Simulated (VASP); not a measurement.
# OsCl3 (Pm-3m) in VASP: further runs

The runs below take OsCl3 through single point, with PBE+U.

Everything below comes from runs of VASP 6.6.1. Logs are shortened: lines on timing, memory, paths and dates and some standing lists are left out, and cuts for length are marked.

## 1. The cell of the first run

The structure is cubic, space group Pm-3m (No. 221). Conventional cell: a = 4.819 Å, b = 4.819 Å, c = 4.819 Å, α = 90.00°, β = 90.00°, γ = 90.00°. Os (site symmetry m-3m) has 6 Cl at 2.41 Å within 3.2 Å. Cl (site symmetry 4/mmm) has 2 Os at 2.41 Å within 3.2 Å.

## 2. Single point, PBE+U, collinear spin

File INCAR:

```
  PREC = Accurate
  ENCUT = 520
  EDIFF = 1E-6
  ISMEAR = 0
  SIGMA = 0.05
  LREAL = F
  LASPH = T
  NELM = 150
  ALGO = Normal
  ISIF = 2
  LWAVE = F
  LCHARG = T
  ISPIN = 2
  MAGMOM = 0.5 0 0 0
  LORBIT = 11
  LMAXMIX = 4
  LDAU = T
  LDAUTYPE = 2
  LDAUL = 2 -1
  LDAUU = 2 0
  LDAUJ = 0 0
  LDAUPRINT = 1
  GGA = PE
  LELF = T
  LVHAR = T
  NBANDS = 26
```

File KPOINTS:

```
regular mesh
0
Gamma
  6 6 6
```

File POSCAR:

```
OsCl3
1.0
    4.8189849265      0.0000000000      0.0000000000
    0.0000000000      4.8189849265      0.0000000000
    0.0000000000      0.0000000000      4.8189849265
Os Cl
1 3
Direct
    0.0000000000      0.0000000000      0.0000000000
    0.5000000000      0.0000000000      0.0000000000
    0.0000000000      0.0000000000      0.5000000000
    0.0000000000      0.5000000000      0.0000000000
```

Potentials or basis: VASP PAW PBE potentials, release 64 (Os, Cl).

Launch:

```
> cat potpaw_PBE.64/Os/POTCAR potpaw_PBE.64/Cl/POTCAR > POTCAR
> mpirun -np 1 vasp_std > vasp.out
```

OUTCAR:

```text
PREC = Accurate
   ENCUT = 520
   EDIFF = 1E-6
   ISMEAR = 0
   LREAL = F
   LASPH = T
   NELM = 150
   ISIF = 2
   ISPIN = 2
   LORBIT = 11
   GGA = PE

 ion  position               nearest neighbor table
   1  0.000  0.000  0.000-   2 2.41   3 2.41   4 2.41   3 2.41   4 2.41   2 2.41
   2  0.500  0.000  0.000-   1 2.41   1 2.41
   3  0.000  0.000  0.500-   1 2.41   1 2.41
   4  0.000  0.500  0.000-   1 2.41   1 2.41

  LATTYP: Found a simple cubic cell.
 ALAT       =     4.8189849265

  Lattice vectors:

 A1 = (   4.8189849265,   0.0000000000,   0.0000000000)
 A2 = (   0.0000000000,   4.8189849265,   0.0000000000)
 A3 = (   0.0000000000,   0.0000000000,   4.8189849265)

Analysis of symmetry for initial positions (statically):
=====================================================================
 Subroutine PRICEL returns:
 Original cell was already a primitive cell.

 Routine SETGRP: Setting up the symmetry group for a
 simple cubic supercell.

 Subroutine GETGRP returns: Found 48 space group operations
 (whereof 48 operations were pure point group operations)
 out of a pool of 48 trial point group operations.

The static configuration has the point symmetry O_h .

Analysis of symmetry for dynamics (positions and initial velocities):
=====================================================================
 Subroutine PRICEL returns:
 Original cell was already a primitive cell.

 Routine SETGRP: Setting up the symmetry group for a
 simple cubic supercell.

 Subroutine GETGRP returns: Found 48 space group operations
 (whereof 48 operations were pure point group operations)
 out of a pool of 48 trial point group operations.

The dynamic configuration has the point symmetry O_h .

Analysis of structural, dynamic, and magnetic symmetry:
=====================================================================
 Subroutine PRICEL returns:
 Original cell was already a primitive cell.

 Routine SETGRP: Setting up the symmetry group for a
 simple cubic supercell.

 Subroutine GETGRP returns: Found 48 space group operations
 (whereof 48 operations were pure point group operations)
 out of a pool of 48 trial point group operations.

The overall configuration has the point symmetry O_h .

 Subroutine INISYM returns: Found 48 space group operations
 (whereof 48 operations are pure point group operations),
 and found     1 'primitive' translations

----------------------------------------------------------------------------------------

                                     Primitive cell

  volume of cell :     111.9094

  direct lattice vectors                    reciprocal lattice vectors
     4.818984926  0.000000000  0.000000000     0.207512581  0.000000000  0.000000000
     0.000000000  4.818984926  0.000000000     0.000000000  0.207512581  0.000000000
     0.000000000  0.000000000  4.818984926     0.000000000  0.000000000  0.207512581

  length of vectors
     4.818984926  4.818984926  4.818984926     0.207512581  0.207512581  0.207512581

  position of ions in fractional coordinates (direct lattice)
     0.000000000  0.000000000  0.000000000
     0.500000000  0.000000000  0.000000000
     0.000000000  0.000000000  0.500000000
     0.000000000  0.500000000  0.000000000

  ion indices of the primitive-cell ions
   primitive index   ion index
                 1           1
                 2           2
                 3           3
                 4           4

----------------------------------------------------------------------------------------
[... 79 lines left out ...]
   EFERMI =   0.00;   METHOD = LEGACY
   ISMEAR =     0;   SIGMA  =   0.05  broadening in eV -4-tet -1-fermi 0-gaus
   EFERMI_NEDOS =   21; number of points for ismear=-14 and -15
   IALGO  =     38    algorithm
   IMIX   =      4    mixing-type and parameters
     AMIX     =   0.40;   BMIX     =  1.00
     AMIX_MAG =   1.60;   BMIX_MAG =  1.00
  volume/ion in A,a.u.               =      27.98       188.80
  Fermi-wavevector in a.u.,A,eV,Ry     =   1.043723  1.972351 14.821612  1.089358
  Thomas-Fermi vector in A             =   2.178445
   LORBIT       =     11    0 simple, 1 ext, 2 COOP (PROOUT), +10 PAW based schemes
 LDA+U is selected, type is set to LDAUTYPE =  2
   angular momentum for each species LDAUL =     2   -1
   U (eV)           for each species LDAUU =   2.0  0.0
   J (eV)           for each species LDAUJ =   0.0  0.0
   GGA     = PE    functional components
   LHFCALC =     F    Hartree Fock is set to
   AEXX    =    0.0000 exact exchange contribution
   IVDW    =     0    specifies the selected vdW correction
   LEPSILON=     F    determine dielectric tensor
   LRPA    =     F    only Hartree local field effects (RPA)
 spin polarized calculation
 Gauss-broadening in eV      SIGMA  =   0.05
  energy-cutoff  :      520.00
  volume of cell :      111.91
 maximum number of plane-waves:      3040
 NGX is ok and might be reduce to    36
   NGX = 17   NGY = 17   NGZ = 17

atom =   1  type =  1  l = 2

 onsite density matrix

spin component  1

  0.9628  0.0000 -0.0000 -0.0000  0.0000
  0.0000  0.9628  0.0000 -0.0000  0.0000
 -0.0000  0.0000  0.7429 -0.0000  0.0000
 -0.0000 -0.0000 -0.0000  0.9628 -0.0000
  0.0000  0.0000  0.0000 -0.0000  0.7429

spin component  2

  0.3910  0.0000  0.0000  0.0000 -0.0000
  0.0000  0.3910 -0.0000  0.0000 -0.0000
  0.0000 -0.0000  0.2563 -0.0000 -0.0000
  0.0000  0.0000 -0.0000  0.3910  0.0000
 -0.0000 -0.0000 -0.0000  0.0000  0.2563

 occupancies and eigenvectors

  o =  0.2563  v =  0.0000  0.0000  0.0000  0.0000  0.0000  0.0000  0.0000  0.0034 -0.0000  1.0000      0.0000  0.0000  0.0000  0.0000  0.0000  0.0000  0.0000  0.0000  0.0000  0.0000
  o =  0.2563  v =  0.0000  0.0000  0.0000  0.0000  0.0000  0.0000 -0.0000 -1.0000 -0.0000  0.0034      0.0000  0.0000  0.0000  0.0000  0.0000  0.0000  0.0000  0.0000  0.0000  0.0000
  o =  0.3910  v =  0.0000  0.0000  0.0000  0.0000  0.0000  1.0000  0.0000  0.0000  0.0000  0.0000      0.0000  0.0000  0.0000  0.0000  0.0000  0.0000  0.0000  0.0000  0.0000  0.0000
  o =  0.3910  v =  0.0000  0.0000  0.0000  0.0000  0.0000  0.0000  0.1870 -0.0000 -0.9824 -0.0000      0.0000  0.0000  0.0000  0.0000  0.0000  0.0000  0.0000  0.0000  0.0000  0.0000
  o =  0.3910  v =  0.0000  0.0000  0.0000  0.0000  0.0000  0.0000  0.9824 -0.0000  0.1870 -0.0000      0.0000  0.0000  0.0000  0.0000  0.0000  0.0000  0.0000  0.0000  0.0000  0.0000
  o =  0.7429  v =  0.0000 -0.0000  1.0000  0.0000 -0.0093  0.0000  0.0000  0.0000  0.0000  0.0000      0.0000  0.0000  0.0000  0.0000  0.0000  0.0000  0.0000  0.0000  0.0000  0.0000
  o =  0.7429  v =  0.0000 -0.0000  0.0093  0.0000  1.0000  0.0000  0.0000  0.0000  0.0000  0.0000      0.0000  0.0000  0.0000  0.0000  0.0000  0.0000  0.0000  0.0000  0.0000  0.0000
  o =  0.9628  v =  0.0000 -0.8854 -0.0000 -0.4648 -0.0000  0.0000  0.0000  0.0000  0.0000  0.0000      0.0000  0.0000  0.0000  0.0000  0.0000  0.0000  0.0000  0.0000  0.0000  0.0000
  o =  0.9628  v =  1.0000  0.0000  0.0000  0.0000  0.0000  0.0000  0.0000  0.0000  0.0000  0.0000      0.0000  0.0000  0.0000  0.0000  0.0000  0.0000  0.0000  0.0000  0.0000  0.0000
  o =  0.9628  v =  0.0000  0.4648  0.0000 -0.8854  0.0000  0.0000  0.0000  0.0000  0.0000  0.0000      0.0000  0.0000  0.0000  0.0000  0.0000  0.0000  0.0000  0.0000  0.0000  0.0000

 number of electron      28.9999997 magnetization       3.0842327

 Free energy of the ion-electron system (eV)
  ---------------------------------------------------
  ext. energy  EPLUGINS =         0.00000000
  ---------------------------------------------------
  free energy    TOTEN  =       -14.51469971 eV

  energy without entropy =      -14.50913849  energy(sigma->0) =      -14.51191910

 E-fermi :   1.3908     XC(G=0):  -8.0022

 val. band max:        1.3873051628   @ k =   0.5000   0.3333   0.0000
 cond. band min:       1.4079536070   @ k =   0.3333   0.3333   0.0000
 fundamental gap:      0.0206484442
 Fermi energy:         1.3907909855

 spin component 1

 k-point     1 :       0.0000    0.0000    0.0000
  band No.  band energies     occupation
      1     -15.1820      1.00000
      2     -14.3347      1.00000
      3     -14.3347      1.00000
      4      -4.0108      1.00000
      5      -4.0108      1.00000
      6      -4.0108      1.00000
[... 569 lines left out ...]
     25      11.5765      0.00000
     26      12.1304      0.00000
 Fermi energy:         1.3907909855

 spin component 2

 k-point     1 :       0.0000    0.0000    0.0000
  band No.  band energies     occupation
      1     -14.9877      1.00000
      2     -14.0571      1.00000
      3     -14.0571      1.00000
      4      -3.8874      1.00000
      5      -3.8874      1.00000
      6      -3.8874      1.00000
[... 569 lines left out ...]
     25      12.1745      0.00000
     26      12.2181      0.00000

------------------------ aborting loop because EDIFF is reached ----------------------------------------

  FORCE on cell =-STRESS in cart. coord.  units (eV):
  Direction    XX          YY          ZZ          XY          YZ          ZX
  --------------------------------------------------------------------------------------
  -------------------------------------------------------------------------------------
  Total        0.7900551      0.7900551      0.7900551      0.0000000      0.0000000      0.0000000
  in kB       11.3110067     11.3110067     11.3110067      0.0000000      0.0000000      0.0000000
  external PRESSURE =      11.3110067 kB  Pullay stress =       0.0000000 kB

 VOLUME and BASIS-vectors are now :
 -----------------------------------------------------------------------------
  energy-cutoff  :      520.00
  volume of cell :      111.91
      direct lattice vectors                 reciprocal lattice vectors
     4.818984926  0.000000000  0.000000000     0.207512581  0.000000000  0.000000000
     0.000000000  4.818984926  0.000000000     0.000000000  0.207512581  0.000000000
     0.000000000  0.000000000  4.818984926     0.000000000  0.000000000  0.207512581

 POSITION                                       TOTAL-FORCE (eV/Angst)
 -----------------------------------------------------------------------------------
      0.00000      0.00000      0.00000         0.000000      0.000000      0.000000
      2.40949      0.00000      0.00000         0.000000      0.000000      0.000000
      0.00000      0.00000      2.40949         0.000000      0.000000      0.000000
      0.00000      2.40949      0.00000         0.000000      0.000000      0.000000
 -----------------------------------------------------------------------------------
    total drift:                                0.000000      0.000000     -0.000000

  FREE ENERGIE OF THE ION-ELECTRON SYSTEM (eV)
  ---------------------------------------------------
  free  energy   TOTEN  =       -14.5146997064 eV

  energy  without entropy=      -14.5091384872  energy(sigma->0) =      -14.51191910

 total charge

# of ion       s       p       d       tot
------------------------------------------
    1        0.455   0.467   5.998   6.921
    2        1.598   3.500   0.000   5.098
    3        1.598   3.500   0.000   5.098
    4        1.598   3.500   0.000   5.098
--------------------------------------------------
tot          5.249  10.967   5.998  22.214

 magnetization (x)

# of ion       s       p       d       tot
------------------------------------------
    1        0.061   0.031   2.667   2.760
    2        0.018   0.101   0.000   0.118
    3        0.018   0.101   0.000   0.118
    4        0.018   0.101   0.000   0.118
--------------------------------------------------
tot          0.114   0.333   2.667   3.115
```

Run time: 72 s. Hardware: 1 thread of Intel Xeon 6975P-C (Granite Rapids), shared host; peak memory 0.28 GiB.

Results:

| Quantity | Value |
| --- | --- |
| Free energy | -14.5147 eV |
| Pressure | 1.1 GPa |
| Net moment | 3.08 μB per cell |
| Site moments | Os +2.76; Cl +0.12 μB |
| Valence electrons inside the program's atomic spheres | Os 6.92; Cl 5.10 |

Eigenvalues of the final occupation matrices:
```
    site  spin  trace               eigenvalues
site 1 d     1   4.37  0.74 0.74 0.96 0.96 0.96
site 1 d     2   1.69  0.26 0.26 0.39 0.39 0.39
```

Caveat: spin-orbit coupling is left out, which moves the levels of the heavy elements.

## 3. Single point, PBE+U, collinear spin

File INCAR:

```
PREC     = Accurate       # precision mode
ENCUT    = 520            # plane-wave cutoff, eV
EDIFF    = 1E-6           # SCF threshold, eV
ISMEAR   = 0              # smearing method
SIGMA    = 0.05           # smearing width, eV
LREAL    = F              # projectors in reciprocal space
LASPH    = T              # aspherical terms in the spheres
NELM     = 150            # most SCF steps
ALGO     = Normal         # electronic algorithm
ISIF     = 2              # what is computed and relaxed
LWAVE    = F              # write WAVECAR
LCHARG   = F              # write CHGCAR
ISPIN    = 2              # spin polarisation
MAGMOM   = 1.86 0 0 0     # initial moments
LORBIT   = 11             # projections on sites
LMAXMIX  = 4              # l up to which the mixer works
LDAU     = T              # DFT+U
LDAUTYPE = 2            
LDAUL    = 2 -1           # shell
LDAUU    = 2 0            # U, eV
LDAUJ    = 0 0          
LDAUPRINT= 1            
GGA      = PE             # functional
NBANDS   = 26             # bands
```

File KPOINTS:

```
Automatic mesh
0
Gamma
  6 6 6
```

POSCAR is that of step 2.

Potentials or basis: VASP PAW PBE potentials, release 64 (Os, Cl).

Launch:

```
> cat potpaw_PBE.64/Os/POTCAR potpaw_PBE.64/Cl/POTCAR > POTCAR
> mpirun -np 1 vasp_std > vasp.out
```

It took 93 s on 1 thread of Intel Xeon 6975P-C (Granite Rapids), shared host; peak memory 0.28 GiB.

The run converged. Its results:

```yaml
Free_energy: -14.5141 eV
Pressure: 1.1 GPa
Net_moment: 3.08 μB per cell
Site_moments: Os +2.75; Cl +0.12 μB
Valence_electrons_inside_the_program's_atomic_spheres: Os 6.92; Cl 5.10
```

Levels at points of the mesh, in eV from the Fermi level:
Spin up:
| k point | band 14 | band 15 | band 16 | band 17 | band 18 | band 19 |
| --- | --- | --- | --- | --- | --- | --- |
| (0.00, 0.00, 0.00) | -2.80 | -2.80 | -2.39 | -2.39 | 1.37 | 4.64 |
| (0.50, 0.00, 0.00) | -2.39 | -1.50 | -1.50 | -0.72 | 6.05 | 6.70 |
| (0.50, 0.50, 0.00) | -1.49 | -1.49 | -1.35 | 3.20 | 7.20 | 7.21 |
| (0.50, 0.50, 0.50) | -1.33 | -1.33 | 3.21 | 3.21 | 5.46 | 6.08 |
Spin down:
```
           k point  band 10  band 11  band 12  band 13  band 14  band 15  band 16  band 17
(0.00, 0.00, 0.00)    -2.62    -2.62    -2.62    -1.37    -1.37    -1.37    -0.03    -0.03
(0.50, 0.00, 0.00)    -2.92    -2.66    -2.66    -1.35    -0.02     0.37     0.37     1.04
(0.50, 0.50, 0.00)    -3.25    -3.25    -1.89     0.37     0.37     0.40     0.89     4.83
(0.50, 0.50, 0.50)    -1.88    -1.88    -1.88     0.91     0.91     0.91     4.83     4.83
```

Eigenvalues of the final occupation matrices:
| site | spin | trace | eigenvalues |
| --- | --- | --- | --- |
| site 1 d | 1 | 4.37 | 0.74 0.74 0.96 0.96 0.96 |
| site 1 d | 2 | 1.69 | 0.29 0.29 0.37 0.37 0.37 |

Caveat: spin-orbit coupling is left out, which moves the levels of the heavy elements.
